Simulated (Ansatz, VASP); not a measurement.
## One calculation of SnO, two programs

```
CELL_PARAMETERS angstrom
3.82065 0.00001 0.00000
-0.00001 3.82065 0.00000
0.00000 0.00000 22.22801
ATOMIC_POSITIONS crystal
Sn 0.99985 0.99985 0.20245
Sn 0.49985 0.49985 0.30880
Sn 0.49985 0.49985 0.49325
Sn 0.99985 0.99985 0.59960
O 0.99985 0.49985 0.25562
O 0.49985 0.99985 0.25562
O 0.49985 0.99985 0.54643
O 0.99985 0.49985 0.54643
```

Alike in both runs: task single point; functional PBE; dispersion D3(BJ); k mesh 7 × 7 × 1; occupations gaussian, width 0.05 eV; no spin polarisation.

|  | VASP | Ansatz |
| --- | --- | --- |
| version | VASP 6.6.1 | Ansatz 0.2.0 |
| potentials or method | VASP PAW PBE potentials, release 64 (Sn_d, O), cutoff 520 eV | scalar-relativistic, plane waves, PAW |
| valence electrons in the cell | 80 | 80 |

Ansatz gave:

| Item | Value |
| --- | --- |
| gap on the k mesh at the Fermi level (eV) | 2.32 |
| least direct gap on the mesh (eV) | 2.56 |
| rms of the force components (eV/Å) | 0.037 |

Question: What did VASP give for the same quantities?

Answer: gap on the k mesh at the Fermi level (eV): 2.31; least direct gap on the mesh (eV): 2.52; rms of the force components (eV/Å): 0.024.

Ansatz's warnings: structure snapped to symmetry, xc potential rough in thin density.
